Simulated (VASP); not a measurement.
# HfGe3 in VASP: further runs

Runs on HfGe3. Level: PBE. Tasks: single point.

Program: VASP 6.6.1. These are calculated values, not measurements. Logs are shortened: lines on timing, memory, paths and dates and some standing lists are left out, and cuts for length are marked.

## (1) The cell of the first run

Symmetry: Pmm2, No. 25, orthorhombic system. The conventional cell has a = 4.189 Å, b = 4.189 Å, c = 4.189 Å, α = 90.00°, β = 90.00°, γ = 90.00°. Hf (site symmetry mm2) has 12 Ge at 2.88 to 3.05 Å within 3.8 Å. Ge (site symmetry mm2) has 4 Hf at 2.88 to 3.05 Å and 8 Ge at 2.88 to 3.05 Å within 3.8 Å. Ge (site symmetry mm2) has 4 Hf at 2.96 Å and 8 Ge at 2.96 Å within 3.9 Å. Within 3.8 Å of Ge (site symmetry mm2) lie 8 Ge at 2.88 to 3.05 Å and 4 Hf at 2.96 Å.

## (2) Single point, PBE (atom 2 (Ge) moved 0.12 Å along y)

INCAR reads:

```
SYSTEM = HfGe3
  ALGO = Normal
  EDIFF = 1E-7
  ENCUT = 520
  GGA = PE
  ISIF = 2
  ISMEAR = 0
  LASPH = .True.
  LCHARG = .False.
  LREAL = .False.
  LWAVE = .False.
  NBANDS = 34
  NELM = 100
  PREC = Accurate
  SIGMA = 0.05
```

KPOINTS reads:

```
k-points
0
Gamma
  8 8 8
  0 0 0
```

POSCAR reads:

```
HfGe3
1.0
    4.1893899931      0.0000000000      0.0000000000
    0.0000000000      4.1893899931      0.0000000000
    0.0000000000      0.0000000000      4.1893899931
Hf Ge
1 3
Direct
    0.0000000000      0.0000000000      0.0000000000
    0.0000000000      0.5286437883      0.5000000000
    0.5000000000      0.5000000000      0.0000000000
    0.5000000000      0.0000000000      0.5000000000
```

Potentials or basis: VASP PAW PBE potentials, release 64 (Hf_pv, Ge_d).

Command:

```
cat potpaw_PBE.64/Hf_pv/POTCAR potpaw_PBE.64/Ge_d/POTCAR > POTCAR
mpirun -np 1 vasp_std > vasp.out
```

OUTCAR:

```text
SYSTEM = HfGe3
   EDIFF = 1E-7
   ENCUT = 520
   GGA = PE
   ISIF = 2
   ISMEAR = 0
   LASPH = .True.
   LREAL = .False.
   NELM = 100
   PREC = Accurate

 ion  position               nearest neighbor table
   1  0.000  0.000  0.000-   2 2.88   2 2.88   4 2.96   3 2.96   4 2.96   3 2.96   3 2.96   4 2.96
                             4 2.96   3 2.96   2 3.05   2 3.05
   2  0.000  0.529  0.500-   1 2.88   4 2.88   1 2.88   4 2.88   1 3.05   1 3.05
   3  0.500  0.500  0.000-   1 2.96   1 2.96   1 2.96   1 2.96
   4  0.500  0.000  0.500-   2 2.88   2 2.88   1 2.96   1 2.96   1 2.96   1 2.96

  LATTYP: Found a simple cubic cell.
 ALAT       =     4.1893899931

  Lattice vectors:

 A1 = (   4.1893899931,   0.0000000000,   0.0000000000)
 A2 = (   0.0000000000,   4.1893899931,   0.0000000000)
 A3 = (   0.0000000000,   0.0000000000,   4.1893899931)

Analysis of symmetry for initial positions (statically):
=====================================================================
 Subroutine PRICEL returns:
 Original cell was already a primitive cell.

 Routine SETGRP: Setting up the symmetry group for a
 simple cubic supercell.

 Subroutine GETGRP returns: Found  4 space group operations
 (whereof  4 operations were pure point group operations)
 out of a pool of 48 trial point group operations.

The static configuration has the point symmetry C_2v.

Analysis of symmetry for dynamics (positions and initial velocities):
=====================================================================
 Subroutine PRICEL returns:
 Original cell was already a primitive cell.

 Routine SETGRP: Setting up the symmetry group for a
 simple cubic supercell.

 Subroutine GETGRP returns: Found  4 space group operations
 (whereof  4 operations were pure point group operations)
 out of a pool of 48 trial point group operations.

The dynamic configuration has the point symmetry C_2v.

 Subroutine INISYM returns: Found  4 space group operations
 (whereof  4 operations are pure point group operations),
 and found     1 'primitive' translations

----------------------------------------------------------------------------------------

                                     Primitive cell

  volume of cell :      73.5279

  direct lattice vectors                    reciprocal lattice vectors
     4.189389993  0.000000000  0.000000000     0.238698236  0.000000000  0.000000000
     0.000000000  4.189389993  0.000000000     0.000000000  0.238698236  0.000000000
     0.000000000  0.000000000  4.189389993     0.000000000  0.000000000  0.238698236

  length of vectors
     4.189389993  4.189389993  4.189389993     0.238698236  0.238698236  0.238698236

  position of ions in fractional coordinates (direct lattice)
     0.000000000  0.000000000  0.000000000
     0.000000000  0.528643788  0.500000000
     0.500000000  0.500000000  0.000000000
     0.500000000  0.000000000  0.500000000

  ion indices of the primitive-cell ions
   primitive index   ion index
                 1           1
                 2           2
                 3           3
                 4           4

----------------------------------------------------------------------------------------

 KPOINTS: k-points

Automatic generation of k-mesh.
 Grid dimensions read from file:
 generate k-points for:    8    8    8

 Generating k-lattice:

  Cartesian coordinates                     Fractional coordinates (reciprocal lattice)
     0.029837279  0.000000000  0.000000000     0.125000000  0.000000000  0.000000000
     0.000000000  0.029837279  0.000000000     0.000000000  0.125000000  0.000000000
     0.000000000  0.000000000  0.029837279     0.000000000  0.000000000  0.125000000

  Length of vectors
     0.029837279  0.029837279  0.029837279

  Shift w.r.t. Gamma in fractional coordinates (k-lattice)
     0.000000000  0.000000000  0.000000000

 Subroutine IBZKPT returns following result:
 ===========================================

 Found    125 irreducible k-points:

 Following reciprocal coordinates:
            Coordinates               Weight
  0.000000  0.000000  0.000000      1.000000
  0.125000  0.000000  0.000000      2.000000
  0.000000  0.125000  0.000000      2.000000
  0.000000  0.000000  0.125000      2.000000
  0.250000  0.000000  0.000000      2.000000
  0.000000  0.250000  0.000000      2.000000
[... 16 lines left out ...]
  0.375000  0.125000  0.000000      4.000000
  0.000000  0.375000  0.125000      4.000000
 [... further k-points ...]
   k-points           NKPTS =    125   k-points in BZ     NKDIM =    125   number of bands    NBANDS=     34
   number of dos      NEDOS =    301   number of ions     NIONS =      4
   total plane-waves  NPLWV =  32768
   dimension x,y,z NGX =    32 NGY =   32 NGZ =   32
   dimension x,y,z NGXF=    64 NGYF=   64 NGZF=   64
   ions per type =               1   3
   NGX,Y,Z   is equivalent  to a cutoff of  12.70, 12.70, 12.70 a.u.
   NGXF,Y,Z  is equivalent  to a cutoff of  25.40, 25.40, 25.40 a.u.
 SYSTEM =  HfGe3
   PREC   = accura    normal or accurate (medium, high low for compatibility)
   ISTART =      0    job   : 0-new  1-cont  2-samecut
   ICHARG =      2    charge: 1-file 2-atom 10-const
   ISPIN  =      1    spin polarized calculation?
   LNONCOLLINEAR =      F non collinear calculations
   LSORBIT =      F    spin-orbit coupling
   LASPH  =      T    aspherical Exc in radial PAW
   ENCUT  =  520.0 eV  38.22 Ry    6.18 a.u.   7.79  7.79  7.79*2*pi/ulx,y,z
   NELM   =    100;   NELMIN=  2; NELMDL= -5     # of ELM steps
   EDIFF  = 0.1E-06   stopping-criterion for ELM
   LREAL  =      F    real-space projection
   EDIFFG = 0.1E-05   stopping-criterion for IOM
   NSW    =      0    number of steps for IOM
   IBRION =     -1    ionic relax: 0-MD 1-quasi-New 2-CG
   NFREE  =      0    steps in history (QN), initial steepest desc. (CG)
   ISIF   =      2    stress and relaxation
   ISYM   =      2    0-nonsym 1-usesym 2-fastsym
   POTIM  = 0.5000    time-step for ionic-motion
   TEBEG  =    0.0;   TEEND  =   0.0 temperature during run
   PSTRESS=    0.0 pullay stress
   NELECT =      52.0000    total number of electrons
   NUPDOWN=      -1.0000    fix difference up-down
   EMIN   =  10.00;   EMAX   =-10.00  energy-range for DOS
   EFERMI =   0.00;   METHOD = LEGACY
   ISMEAR =     0;   SIGMA  =   0.05  broadening in eV -4-tet -1-fermi 0-gaus
   EFERMI_NEDOS =   21; number of points for ismear=-14 and -15
   IALGO  =     38    algorithm
   IMIX   =      4    mixing-type and parameters
     AMIX     =   0.40;   BMIX     =  1.00
     AMIX_MAG =   1.60;   BMIX_MAG =  1.00
  volume/ion in A,a.u.               =      18.38       124.05
  Fermi-wavevector in a.u.,A,eV,Ry     =   1.458563  2.756284 28.945111  2.127406
  Thomas-Fermi vector in A             =   2.575233
   LORBIT       =      0    0 simple, 1 ext, 2 COOP (PROOUT), +10 PAW based schemes
   GGA     = PE    functional components
   LHFCALC =     F    Hartree Fock is set to
   AEXX    =    0.0000 exact exchange contribution
   IVDW    =     0    specifies the selected vdW correction
   LEPSILON=     F    determine dielectric tensor
   LRPA    =     F    only Hartree local field effects (RPA)
 non-spin polarized calculation
 Gauss-broadening in eV      SIGMA  =   0.05
  energy-cutoff  :      520.00
  volume of cell :       73.53
 maximum number of plane-waves:      2000
   NGX = 15   NGY = 15   NGZ = 15

 number of electron      52.0000073 magnetization

 Free energy of the ion-electron system (eV)
  ---------------------------------------------------
  ext. energy  EPLUGINS =         0.00000000
  ---------------------------------------------------
  free energy    TOTEN  =       -23.63775159 eV

  energy without entropy =      -23.63508529  energy(sigma->0) =      -23.63641844

 E-fermi :   7.4546     XC(G=0): -11.6425

 val. band max:        7.4308447981   @ k =   0.5000   0.0000   0.3750
 cond. band min:       7.4584547019   @ k =   0.1250   0.5000   0.1250
 fundamental gap:      0.0276099038
 Fermi energy:         7.4545981580

 k-point     1 :       0.0000    0.0000    0.0000
  band No.  band energies     occupation
      1     -24.3776      2.00000
      2     -24.3767      2.00000
      3     -24.3748      2.00000
      4     -17.5417      2.00000
      5     -17.5311      2.00000
      6     -17.5287      2.00000
[... 26 lines left out ...]
     33       9.4765      0.00000
     34      12.7584      0.00000

 k-point     2 :       0.1250    0.0000    0.0000
  band No.  band energies     occupation
      1     -24.3820      2.00000
      2     -24.3766      2.00000
      3     -24.3748      2.00000
      4     -17.5380      2.00000
      5     -17.5286      2.00000
      6     -17.5250      2.00000
[... 26 lines left out ...]
     33      10.9054      0.00000
     34      12.0019      0.00000

 k-point     3 :       0.0000    0.1250    0.0000
  band No.  band energies     occupation
      1     -24.3810      2.00000
      2     -24.3775      2.00000
      3     -24.3748      2.00000
      4     -17.5377      2.00000
      5     -17.5256      2.00000
      6     -17.5255      2.00000
[... 26 lines left out ...]
     33      10.9358      0.00000
     34      12.0589      0.00000

 k-point     4 :       0.0000    0.0000    0.1250
  band No.  band energies     occupation
      1     -24.3793      2.00000
      2     -24.3775      2.00000
      3     -24.3766      2.00000
      4     -17.5377      2.00000
      5     -17.5306      2.00000
      6     -17.5229      2.00000
[... 26 lines left out ...]
     33      10.9512      0.00000
     34      12.0313      0.00000

 k-point     5 :       0.2500    0.0000    0.0000
  band No.  band energies     occupation
      1     -24.3926      2.00000
      2     -24.3766      2.00000
      3     -24.3748      2.00000
      4     -17.5274      2.00000
      5     -17.5271      2.00000
      6     -17.5083      2.00000
[... 621 lines left out ...]
 k-point    22 :       0.0000    0.1250    0.2500
  band No.  band energies     occupation
      1     -24.3896      2.00000
      2     -24.3805      2.00000
      3     -24.3774      2.00000
      4     -17.5247      2.00000
      5     -17.5239      2.00000
      6     -17.5033      2.00000
[... 26 lines left out ...]
     33      11.6546      0.00000
     34      11.7601      0.00000

 k-point    23 :       0.3750    0.1250    0.0000
  band No.  band energies     occupation
      1     -24.4025      2.00000
      2     -24.3803      2.00000
      3     -24.3747      2.00000
      4     -17.5203      2.00000
      5     -17.5112      2.00000
      6     -17.4840      2.00000
[... 26 lines left out ...]
     33      11.8904      0.00000
     34      13.0828      0.00000

 k-point    24 :       0.0000    0.3750    0.1250
  band No.  band energies     occupation
      1     -24.4016      2.00000
      2     -24.3785      2.00000
      3     -24.3774      2.00000
      4     -17.5168      2.00000
      5     -17.5107      2.00000
      6     -17.4868      2.00000
[... 26 lines left out ...]
     33      11.9123      0.00000
     34      13.0806      0.00000

 [... further k-points ...]

------------------------ aborting loop because EDIFF is reached ----------------------------------------

  FORCE on cell =-STRESS in cart. coord.  units (eV):
  Direction    XX          YY          ZZ          XY          YZ          ZX
  --------------------------------------------------------------------------------------
  -------------------------------------------------------------------------------------
  Total       -0.0844434     -0.0129604      0.1099811      0.0000000      0.0000000      0.0000000
  in kB       -1.8400250     -0.2824084      2.3964946      0.0000000      0.0000000      0.0000000
  external PRESSURE =       0.0913537 kB  Pullay stress =       0.0000000 kB

 VOLUME and BASIS-vectors are now :
 -----------------------------------------------------------------------------
  energy-cutoff  :      520.00
  volume of cell :       73.53
      direct lattice vectors                 reciprocal lattice vectors
     4.189389993  0.000000000  0.000000000     0.238698236  0.000000000  0.000000000
     0.000000000  4.189389993  0.000000000     0.000000000  0.238698236  0.000000000
     0.000000000  0.000000000  4.189389993     0.000000000  0.000000000  0.238698236

 POSITION                                       TOTAL-FORCE (eV/Angst)
 -----------------------------------------------------------------------------------
      0.00000      0.00000      0.00000         0.000000      0.254166      0.000000
      0.00000      2.21469      2.09469         0.000000     -0.456054      0.000000
      2.09469      2.09469      0.00000         0.000000      0.025211      0.000000
      2.09469      0.00000      2.09469         0.000000      0.176677      0.000000
 -----------------------------------------------------------------------------------
    total drift:                                0.000000      0.001084     -0.000012

  FREE ENERGIE OF THE ION-ELECTRON SYSTEM (eV)
  ---------------------------------------------------
  free  energy   TOTEN  =       -23.6377515880 eV

  energy  without entropy=      -23.6350852850  energy(sigma->0) =      -23.63641844
```

Run time: 85 s. Hardware: 1 thread of Intel Xeon 6975P-C (Granite Rapids), shared host; peak memory 0.37 GiB.

Results:

```yaml
Free_energy: -23.6378 eV
Pressure: 0.0 GPa
Largest_force: 0.456 eV/Å
Band_gap_on_the_k_mesh: zero (bands 26 and 27 overlap by 1.59 eV)
```

Forces on the atoms (eV/Å):
```
Hf   0.000  0.254  0.000
Ge   0.000 -0.456  0.000
Ge   0.000  0.025  0.000
Ge   0.000  0.177  0.000
```

Stress tensor (GPa, compression positive):
```
-0.18  0.00  0.00
 0.00 -0.03  0.00
 0.00  0.00  0.24
```

Caveat: the cell differs from its parent crystal (atom 2 (Ge) moved 0.12 Å along y); spin-orbit coupling is left out, which moves the levels of the heavy elements.

[end of part 1 of 2]
